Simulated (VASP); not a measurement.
# Mo (Im-3m) in VASP: notebook, part 2 of 2

VASP 6.6.1. The steps go on from the part before.

### Step 4. Single point, PBE

INCAR

```
PREC     = Accurate       # precision mode
ENCUT    = 520            # plane-wave cutoff, eV
EDIFF    = 1E-6           # SCF threshold, eV
ISMEAR   = -1             # smearing method
SIGMA    = 0.03           # smearing width, eV
LREAL    = False          # projectors in reciprocal space
LASPH    = True           # aspherical terms in the spheres
NELM     = 80             # most SCF steps
ALGO     = Normal         # electronic algorithm
ISIF     = 2              # what is computed and relaxed
LWAVE    = False          # write WAVECAR
LCHARG   = False          # write CHGCAR
GGA      = PE             # functional
NBANDS   = 13             # bands
```

KPOINTS

```
regular mesh
0
Gamma
  14 14 14
```

POSCAR

```
Mo
1.0
   -1.5813793950      1.5813793950      1.5813793950
    1.5813793950     -1.5813793950      1.5813793950
    1.5813793950      1.5813793950     -1.5813793950
Mo
1
Direct
    0.0000000000      0.0000000000      0.0000000000
```

On the command line:

```bash
$ cat potpaw_PBE.64/Mo_sv/POTCAR > POTCAR
$ mpirun -np 1 vasp_std > vasp.out
```

Wall time 24 s (1 thread of Intel Xeon 8259CL, shared host); peak memory 0.13 GiB.

Results (log left out):

| Property | Result |
| --- | --- |
| Free energy | -10.9234 eV |
| Pressure | 0.7 GPa |
| Band gap on the k mesh | zero (band 7 reaches 16.30 eV, above the bottom of band 8 at 11.05 eV) |

Levels at points of the mesh, in eV from the Fermi level:
```tsv
k point	band 5	band 6	band 7	band 8	band 9	band 10
(0.00, 0.00, 0.00)	-7.24	-1.40	-1.40	-1.40	1.58	1.58
(0.50, 0.00, 0.00)	-5.30	-3.40	1.54	1.61	2.22	4.60
(0.50, 0.50, 0.50)	-5.40	-5.40	3.85	3.85	3.85	8.92
```

### Step 5. Single point, PBE

INCAR

```
SYSTEM = Mo
PREC = Accurate ; ENCUT = 520
EDIFF = 1E-6 ; ISMEAR = -1
SIGMA = 0.2 ; LREAL = .False.
LASPH = .True. ; NELM = 60
ALGO = Normal ; ISIF = 2
LWAVE = .False. ; LCHARG = .False.
GGA = PE ; NBANDS = 13
```

KPOINTS

```
Automatic mesh
0
Gamma
  14 14 14
  0 0 0
```

POSCAR is that of step 4.

Potentials or basis: VASP PAW PBE potentials, release 64 (Mo_sv).

On the command line:

```bash
$ cat potpaw_PBE.64/Mo_sv/POTCAR > POTCAR
$ mpirun -np 1 vasp_std > vasp.out
```

OUTCAR:

```text
SYSTEM = Mo
   PREC = Accurate
   ENCUT = 520
   EDIFF = 1E-6
   ISMEAR = -1
   LREAL = .False.
   LASPH = .True.
   NELM = 60
   ISIF = 2
   GGA = PE

 ion  position               nearest neighbor table
   1  0.000  0.000  0.000-

  LATTYP: Found a body centered cubic cell.
 ALAT       =     3.1627587900

  Lattice vectors:

 A1 = (  -1.5813793950,   1.5813793950,   1.5813793950)
 A2 = (   1.5813793950,  -1.5813793950,   1.5813793950)
[... 562 lines left out ...]
     13      29.5161      0.00000

 [... further k-points ...]

------------------------ aborting loop because EDIFF is reached ----------------------------------------

  FORCE on cell =-STRESS in cart. coord.  units (eV):
  Direction    XX          YY          ZZ          XY          YZ          ZX
  --------------------------------------------------------------------------------------
  -------------------------------------------------------------------------------------
  Total        0.0515125      0.0515125      0.0515125      0.0000000      0.0000000      0.0000000
  in kB        5.2174068      5.2174068      5.2174068      0.0000000      0.0000000      0.0000000
  external PRESSURE =       5.2174068 kB  Pullay stress =       0.0000000 kB

 VOLUME and BASIS-vectors are now :
 -----------------------------------------------------------------------------
  energy-cutoff  :      520.00
  volume of cell :       15.82
      direct lattice vectors                 reciprocal lattice vectors
    -1.581379395  1.581379395  1.581379395     0.000000000  0.316179660  0.316179660
     1.581379395 -1.581379395  1.581379395     0.316179660  0.000000000  0.316179660
     1.581379395  1.581379395 -1.581379395     0.316179660  0.316179660  0.000000000

 POSITION                                       TOTAL-FORCE (eV/Angst)
 -----------------------------------------------------------------------------------
      0.00000      0.00000      0.00000         0.000000     -0.000000     -0.000000
 -----------------------------------------------------------------------------------
    total drift:                                0.000000     -0.000000      0.000000

  FREE ENERGIE OF THE ION-ELECTRON SYSTEM (eV)
  ---------------------------------------------------
  free  energy   TOTEN  =       -10.9762635268 eV

  energy  without entropy=      -10.8795176154  energy(sigma->0) =      -10.92789057
```

OSZICAR:

```text
N       E                     dE             d eps       ncg     rms          rms(c)
DAV:   1     0.918055879316E+02    0.91806E+02   -0.79270E+03  2712   0.110E+03
DAV:   2    -0.104735921401E+02   -0.10228E+03   -0.98806E+02  3119   0.310E+02
DAV:   3    -0.116370733129E+02   -0.11635E+01   -0.11607E+01  3024   0.328E+01
DAV:   4    -0.116396662025E+02   -0.25929E-02   -0.25928E-02  3054   0.190E+00
DAV:   5    -0.116396823439E+02   -0.16141E-04   -0.16140E-04  3034   0.135E-01    0.143E+01
DAV:   6    -0.110583866406E+02    0.58130E+00   -0.72742E-01  2774   0.104E+01    0.385E+00
DAV:   7    -0.109797955520E+02    0.78591E-01   -0.14351E-01  2969   0.442E+00    0.943E-01
DAV:   8    -0.109761964012E+02    0.35992E-02   -0.41197E-03  2824   0.822E-01    0.178E-01
DAV:   9    -0.109762537543E+02   -0.57353E-04   -0.12097E-04  3129   0.138E-01    0.734E-02
DAV:  10    -0.109762633142E+02   -0.95599E-05   -0.14238E-05  2814   0.446E-02    0.621E-03
DAV:  11    -0.109762635268E+02   -0.21261E-06   -0.13278E-07  1647   0.394E-03
   1 F= -.10976264E+02 E0= -.10927891E+02  d E =-.967459E-01
```

stdout:

```text
POSCAR found type information on POSCAR Mo
 POSCAR found :  1 types and       1 ions
 scaLAPACK will be used
 LDA part: xc-table for (Slater+PW92), standard interpolation
 POSCAR, INCAR and KPOINTS ok, starting setup
 FFT: planning ... GRIDC
 FFT: planning ... GRID_SOFT
 FFT: planning ... GRID
 WAVECAR not read
 entering main loop
```

Wall time 26 s (1 thread of Intel Xeon 8259CL, shared host); peak memory 0.13 GiB.

What came out:

| Item | Value |
| --- | --- |
| Free energy | -10.9763 eV |
| Pressure | 0.5 GPa |
| Band gap on the k mesh | zero (band 7 reaches 16.32 eV, above the bottom of band 8 at 11.07 eV) |

### Step 6. The runs side by side

| smearing | gap on the mesh (eV) | pressure (GPa) |
| --- | --- | --- |
| fermi-dirac 0.1 eV | none | 0.5 |
| fermi-dirac 0.01 eV | none | 0.7 |
| fermi-dirac 0.03 eV | none | 0.7 |
| fermi-dirac 0.2 eV | none | 0.5 |

Alike in all rows: task single point; level PBE; potentials or basis VASP PAW PBE potentials, release 64 (Mo_sv); no spin polarisation; cell as given; k mesh 14 × 14 × 14; cutoff (eV) 520.

Every run on the cell as given and a fine mesh finds a metal.

Absolute energies hang on the potentials; compare differences alone.
